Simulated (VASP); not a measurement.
# TePd (Pm-3m) in VASP: a series of runs

The runs below take TePd through single point, with LDA, LDA+U.

All numbers are computed with VASP 6.6.1; they aren't measurements. Logs are shortened: lines on timing, memory, paths and dates and some standing lists are left out, and cuts for length are marked.

**1. The cell of the first run**

The structure is cubic, space group Pm-3m (No. 221). The conventional cell has a = 3.631 Å, b = 3.631 Å, c = 3.631 Å, α = 90.00°, β = 90.00°, γ = 90.00°. Pd (site symmetry m-3m) has 8 Te at 3.14 Å and 6 Pd at 3.63 Å within 4.1 Å. Te (site symmetry m-3m) has 8 Pd at 3.14 Å and 6 Te at 3.63 Å within 4.1 Å.

**2. Single point, LDA**

INCAR

```
SYSTEM = TePd
PREC = Accurate
ENCUT = 500
EDIFF = 1E-6
ISMEAR = -1
SIGMA = 0.05
LREAL = .FALSE.
LASPH = .TRUE.
NELM = 120
ALGO = Normal
ISIF = 2
LWAVE = .FALSE.
LCHARG = .FALSE.
NBANDS = 15
GGA_COMPAT = .FALSE.
```

KPOINTS

```
regular mesh
0
G
  7 7 7
  0 0 0
```

POSCAR

```
TePd
1.0
    3.6310931200      0.0000000000      0.0000000000
    0.0000000000      3.6310931200      0.0000000000
    0.0000000000      0.0000000000      3.6310931200
Pd Te
1 1
Direct
    0.0000000000      0.0000000000      0.0000000000
    0.5000000000      0.5000000000      0.5000000000
```

Potentials or basis: VASP PAW LDA potentials, release 64 (Pd, Te).

Started as:

```console
cat potpaw_LDA.64/Pd/POTCAR potpaw_LDA.64/Te/POTCAR > POTCAR
mpirun -np 1 vasp_std > vasp.out
```

OUTCAR:

```text
SYSTEM = TePd
   PREC = Accurate
   ENCUT = 500
   EDIFF = 1E-6
   ISMEAR = -1
   LREAL = .FALSE.
   LASPH = .TRUE.
   NELM = 120
   ISIF = 2

 ion  position               nearest neighbor table
   1  0.000  0.000  0.000-   2 3.14   2 3.14   2 3.14   2 3.14   2 3.14   2 3.14   2 3.14   2 3.14

   2  0.500  0.500  0.500-   1 3.14   1 3.14   1 3.14   1 3.14   1 3.14   1 3.14   1 3.14   1 3.14

  LATTYP: Found a simple cubic cell.
 ALAT       =     3.6310931200

  Lattice vectors:

 A1 = (   3.6310931200,   0.0000000000,   0.0000000000)
 A2 = (   0.0000000000,   3.6310931200,   0.0000000000)
 A3 = (   0.0000000000,   0.0000000000,   3.6310931200)

Analysis of symmetry for initial positions (statically):
=====================================================================
 Subroutine PRICEL returns:
 Original cell was already a primitive cell.

 Routine SETGRP: Setting up the symmetry group for a
 simple cubic supercell.

 Subroutine GETGRP returns: Found 48 space group operations
 (whereof 48 operations were pure point group operations)
 out of a pool of 48 trial point group operations.

The static configuration has the point symmetry O_h .

Analysis of symmetry for dynamics (positions and initial velocities):
=====================================================================
 Subroutine PRICEL returns:
 Original cell was already a primitive cell.

 Routine SETGRP: Setting up the symmetry group for a
 simple cubic supercell.

 Subroutine GETGRP returns: Found 48 space group operations
 (whereof 48 operations were pure point group operations)
 out of a pool of 48 trial point group operations.

The dynamic configuration has the point symmetry O_h .

 Subroutine INISYM returns: Found 48 space group operations
 (whereof 48 operations are pure point group operations),
 and found     1 'primitive' translations

----------------------------------------------------------------------------------------

                                     Primitive cell

  volume of cell :      47.8754

  direct lattice vectors                    reciprocal lattice vectors
     3.631093120  0.000000000  0.000000000     0.275399161  0.000000000  0.000000000
     0.000000000  3.631093120  0.000000000     0.000000000  0.275399161  0.000000000
     0.000000000  0.000000000  3.631093120     0.000000000  0.000000000  0.275399161

  length of vectors
     3.631093120  3.631093120  3.631093120     0.275399161  0.275399161  0.275399161

  position of ions in fractional coordinates (direct lattice)
     0.000000000  0.000000000  0.000000000
     0.500000000  0.500000000  0.500000000

  ion indices of the primitive-cell ions
   primitive index   ion index
                 1           1
                 2           2

----------------------------------------------------------------------------------------

 KPOINTS: regular mesh

Automatic generation of k-mesh.
 Grid dimensions read from file:
 generate k-points for:    7    7    7

 Generating k-lattice:

  Cartesian coordinates                     Fractional coordinates (reciprocal lattice)
     0.039342737  0.000000000  0.000000000     0.142857143  0.000000000  0.000000000
     0.000000000  0.039342737  0.000000000     0.000000000  0.142857143  0.000000000
     0.000000000  0.000000000  0.039342737     0.000000000  0.000000000  0.142857143

  Length of vectors
     0.039342737  0.039342737  0.039342737

  Shift w.r.t. Gamma in fractional coordinates (k-lattice)
     0.000000000  0.000000000  0.000000000

 Subroutine IBZKPT returns following result:
 ===========================================

 Found     20 irreducible k-points:

 Following reciprocal coordinates:
            Coordinates               Weight
  0.000000  0.000000  0.000000      1.000000
  0.142857  0.000000  0.000000      6.000000
  0.285714  0.000000  0.000000      6.000000
  0.428571  0.000000  0.000000      6.000000
  0.142857  0.142857  0.000000     12.000000
  0.285714  0.142857  0.000000     24.000000
[... 12 lines left out ...]
  0.428571  0.428571  0.285714     24.000000
  0.428571  0.428571  0.428571      8.000000
   k-points           NKPTS =     20   k-points in BZ     NKDIM =     20   number of bands    NBANDS=     15
   number of dos      NEDOS =    301   number of ions     NIONS =      2
   total plane-waves  NPLWV =  21952
   dimension x,y,z NGX =    28 NGY =   28 NGZ =   28
   dimension x,y,z NGXF=    56 NGYF=   56 NGZF=   56
   ions per type =               1   1
   NGX,Y,Z   is equivalent  to a cutoff of  12.82, 12.82, 12.82 a.u.
   NGXF,Y,Z  is equivalent  to a cutoff of  25.64, 25.64, 25.64 a.u.
 SYSTEM =  TePd
   PREC   = accura    normal or accurate (medium, high low for compatibility)
   ISTART =      0    job   : 0-new  1-cont  2-samecut
   ICHARG =      2    charge: 1-file 2-atom 10-const
   ISPIN  =      1    spin polarized calculation?
   LNONCOLLINEAR =      F non collinear calculations
   LSORBIT =      F    spin-orbit coupling
   LASPH  =      T    aspherical Exc in radial PAW
   ENCUT  =  500.0 eV  36.75 Ry    6.06 a.u.   6.62  6.62  6.62*2*pi/ulx,y,z
   NELM   =    120;   NELMIN=  2; NELMDL= -5     # of ELM steps
   EDIFF  = 0.1E-05   stopping-criterion for ELM
   LREAL  =      F    real-space projection
[... 7 lines left out ...]
   TEBEG  =    0.0;   TEEND  =   0.0 temperature during run
   PSTRESS=    0.0 pullay stress
   NELECT =      16.0000    total number of electrons
   NUPDOWN=      -1.0000    fix difference up-down
   EMIN   =  10.00;   EMAX   =-10.00  energy-range for DOS
   EFERMI =   0.00;   METHOD = LEGACY
   ISMEAR =    -1;   SIGMA  =   0.05  broadening in eV -4-tet -1-fermi 0-gaus
   EFERMI_NEDOS =   21; number of points for ismear=-14 and -15
   IALGO  =     38    algorithm
   IMIX   =      4    mixing-type and parameters
     AMIX     =   0.40;   BMIX     =  1.00
     AMIX_MAG =   1.60;   BMIX_MAG =  1.00
  volume/ion in A,a.u.               =      23.94       161.54
  Fermi-wavevector in a.u.,A,eV,Ry     =   1.136085  2.146889 17.560887  1.290689
  Thomas-Fermi vector in A             =   2.272790
   LORBIT       =      0    0 simple, 1 ext, 2 COOP (PROOUT), +10 PAW based schemes
   GGA     = CA    functional components
   LHFCALC =     F    Hartree Fock is set to
   AEXX    =    0.0000 exact exchange contribution
   IVDW    =     0    specifies the selected vdW correction
   LEPSILON=     F    determine dielectric tensor
   LRPA    =     F    only Hartree local field effects (RPA)
 non-spin polarized calculation
  energy-cutoff  :      500.00
  volume of cell :       47.88
 maximum number of plane-waves:      1235
 NGX is ok and might be reduce to    28
   NGX = 13   NGY = 13   NGZ = 13

 number of electron      16.0000007 magnetization

 Free energy of the ion-electron system (eV)
  ---------------------------------------------------
  ext. energy  EPLUGINS =         0.00000000
  ---------------------------------------------------
  free energy    TOTEN  =        -9.90804903 eV

  energy without entropy =       -9.89604269  energy(sigma->0) =       -9.90204586

 E-fermi :   7.4178     XC(G=0): -10.9094

 val. band max:        7.3992690222   @ k =   0.1429   0.1429   0.0000
 cond. band min:       7.4459824766   @ k =   0.4286   0.4286   0.4286
 fundamental gap:      0.0467134544
 Fermi energy:         7.4178115687

 k-point     1 :       0.0000    0.0000    0.0000
  band No.  band energies     occupation
      1      -5.4579      2.00000
      2       4.4198      2.00000
      3       4.4198      2.00000
      4       5.3716      2.00000
      5       5.3716      2.00000
      6       5.3716      2.00000
      7       6.5476      2.00000
      8       6.5476      2.00000
      9       6.5476      2.00000
     10       8.5603      0.00000
     11      13.6694      0.00000
     12      13.6694      0.00000
     13      19.5390      0.00000
     14      19.5390      0.00000
     15      19.5390      0.00000

 k-point     2 :       0.1429    0.0000    0.0000
  band No.  band energies     occupation
      1      -5.2984      2.00000
      2       4.0427      2.00000
      3       4.4567      2.00000
      4       5.0411      2.00000
      5       5.0411      2.00000
      6       5.3785      2.00000
      7       5.6179      2.00000
      8       7.0612      1.99840
      9       7.0612      1.99840
     10       9.6200      0.00000
     11      13.6103      0.00000
     12      14.5356      0.00000
     13      17.9290      0.00000
     14      17.9290      0.00000
     15      18.3328      0.00000

 k-point     3 :       0.2857    0.0000    0.0000
  band No.  band energies     occupation
      1      -4.8827      2.00000
      2       2.5283      2.00000
      3       4.5420      2.00000
      4       4.6141      2.00000
      5       4.6141      2.00000
      6       5.3941      2.00000
      7       5.5930      2.00000
      8       7.9882      0.00002
      9       7.9882      0.00002
     10      10.6540      0.00000
     11      13.4651      0.00000
     12      15.2299      0.00000
     13      15.8600      0.00000
     14      15.8600      0.00000
     15      18.0475      0.00000
[... 271 lines left out ...]
 k-point    19 :       0.4286    0.4286    0.2857
  band No.  band energies     occupation
      1      -3.2500      2.00000
      2       2.6853      2.00000
      3       2.6972      2.00000
      4       3.7404      2.00000
      5       5.2672      2.00000
      6       5.6913      2.00000
      7       5.8577      2.00000
      8       6.4196      2.00000
      9       7.7171      0.00501
     10       8.9644      0.00000
     11      11.4290      0.00000
     12      11.7762      0.00000
     13      14.3409      0.00000
     14      19.5343      0.00000
     15      22.1237      0.00000

 k-point    20 :       0.4286    0.4286    0.4286
  band No.  band energies     occupation
      1      -2.8759      2.00000
      2       2.5593      2.00000
      3       2.5593      2.00000
      4       2.8053      2.00000
      5       5.7558      2.00000
      6       5.7558      2.00000
      7       6.7009      2.00000
      8       7.4460      0.72551
      9       7.4460      0.72551
     10       9.5827      0.00000
     11      10.0003      0.00000
     12      10.0003      0.00000
     13      12.3340      0.00000
     14      22.6456      0.00000
     15      22.6456      0.00000

------------------------ aborting loop because EDIFF is reached ----------------------------------------

  FORCE on cell =-STRESS in cart. coord.  units (eV):
  Direction    XX          YY          ZZ          XY          YZ          ZX
  --------------------------------------------------------------------------------------
  -------------------------------------------------------------------------------------
  Total       -4.9331165     -4.9331165     -4.9331165      0.0000000      0.0000000      0.0000000
  in kB     -165.0896309   -165.0896309   -165.0896309      0.0000000      0.0000000      0.0000000
  external PRESSURE =    -165.0896309 kB  Pullay stress =       0.0000000 kB

 VOLUME and BASIS-vectors are now :
 -----------------------------------------------------------------------------
  energy-cutoff  :      500.00
  volume of cell :       47.88
      direct lattice vectors                 reciprocal lattice vectors
     3.631093120  0.000000000  0.000000000     0.275399161  0.000000000  0.000000000
     0.000000000  3.631093120  0.000000000     0.000000000  0.275399161  0.000000000
     0.000000000  0.000000000  3.631093120     0.000000000  0.000000000  0.275399161

 POSITION                                       TOTAL-FORCE (eV/Angst)
 -----------------------------------------------------------------------------------
      0.00000      0.00000      0.00000         0.000000      0.000000      0.000000
      1.81555      1.81555      1.81555         0.000000      0.000000      0.000000
 -----------------------------------------------------------------------------------
    total drift:                               -0.000000      0.000000     -0.000000

  FREE ENERGIE OF THE ION-ELECTRON SYSTEM (eV)
  ---------------------------------------------------
  free  energy   TOTEN  =        -9.9080490328 eV

  energy  without entropy=       -9.8960426893  energy(sigma->0) =       -9.90204586
```

Wall time 20 s (1 thread of Intel Xeon 8259CL, shared host); peak memory 0.15 GiB.

Results:

* Free energy: -9.9080 eV
* Pressure: -16.5 GPa
* Band gap on the k mesh: zero (bands 8 and 9 overlap by 2.23 eV)

Caveat: the cell stands under tension; spin-orbit coupling is left out, which moves the levels of the heavy elements.

**3. Single point, LDA+U**

INCAR

```
PREC     = Accurate       # precision mode
ENCUT    = 500            # plane-wave cutoff, eV
EDIFF    = 1E-6           # SCF threshold, eV
ISMEAR   = -1             # smearing method
SIGMA    = 0.05           # smearing width, eV
LREAL    = False          # projectors in reciprocal space
LASPH    = True           # aspherical terms in the spheres
NELM     = 200            # most SCF steps
ALGO     = Normal         # electronic algorithm
ISIF     = 2              # what is computed and relaxed
LWAVE    = False          # write WAVECAR
LCHARG   = True           # write CHGCAR
LMAXMIX  = 4              # l up to which the mixer works
LDAU     = True           # DFT+U
LDAUTYPE = 2            
LDAUL    = 2 -1           # shell
LDAUU    = 1 0            # U, eV
LDAUJ    = 0 0          
LDAUPRINT= 1            
LELF     = True           # ELF
LVHAR    = True         
NBANDS   = 15             # bands
GGA_COMPAT= False
```

KPOINTS

```
regular mesh
0
Gamma
  7 7 7
```

POSCAR is that of step 2.

Potentials or basis: VASP PAW LDA potentials, release 64 (Pd, Te).

Started as:

```console
cat potpaw_LDA.64/Pd/POTCAR potpaw_LDA.64/Te/POTCAR > POTCAR
mpirun -np 1 vasp_std > vasp.out
```

It took 25 s on 1 thread of Intel Xeon 8259CL, shared host; peak memory 0.15 GiB.

The run converged. Its results:

```yaml
Free_energy: -9.3294 eV
Pressure: -16.7 GPa
Band_gap_on_the_k_mesh: zero (bands 8 and 9 overlap by 2.19 eV)
```

Levels at points of the mesh, in eV from the Fermi level:
| k point | band 6 | band 7 | band 8 | band 9 | band 10 | band 11 |
| --- | --- | --- | --- | --- | --- | --- |
| (0.00, 0.00, 0.00) | -2.12 | -0.82 | -0.82 | -0.82 | 1.26 | 6.26 |

Eigenvalues of the final occupation matrices:
| site | spin | trace | eigenvalues |
| --- | --- | --- | --- |
| site 1 d | 1 | 4.35 | 0.84 0.84 0.84 0.91 0.91 |
| site 1 d | 2 | 4.35 | 0.84 0.84 0.84 0.91 0.91 |

Caveat: the cell stands under tension; spin-orbit coupling is left out, which moves the levels of the heavy elements; U without spin polarisation on a metal has little footing; the U is typed as a test and isn't derived for this compound.

(Part 1 of 3 ends here.)

The gap in the log of VASP goes by the Fermi energy; the results here count the filled bands.